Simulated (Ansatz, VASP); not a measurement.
# One calculation of SnSe, two programs

```
CELL_PARAMETERS angstrom
0.00000 3.36398 3.36398
3.36398 0.00000 3.36398
3.36398 3.36398 0.00000
ATOMIC_POSITIONS crystal
Sn 0.00000 0.00000 0.00000
Se 0.25000 0.25000 0.25000
```

Alike in both runs: task single point; functional LDA; k mesh 6 × 6 × 6; occupations fermi-dirac, width 0.02 eV; no spin polarisation.

|  | VASP | Ansatz |
| --- | --- | --- |
| version | VASP 6.6.1 | Ansatz 0.2.0 |
| potentials or method | VASP PAW LDA potentials, release 64 (Sn_d, Se) | plane waves, PAW |
| plane-wave cutoff (eV) | 520 | 420 |
| valence electrons in the cell | 20 | 30 |

```csv
,VASP,Ansatz,Ansatz less VASP
pressure (GPa),-2.0,-2.0,-0.05
```

LDA's correlation is that of Perdew and Zunger in VASP and of Perdew and Wang (1992) in Ansatz. VASP's potentials hold 20 valence electrons a cell and Ansatz's 30, so a difference there can come from the potentials and not from the codes.
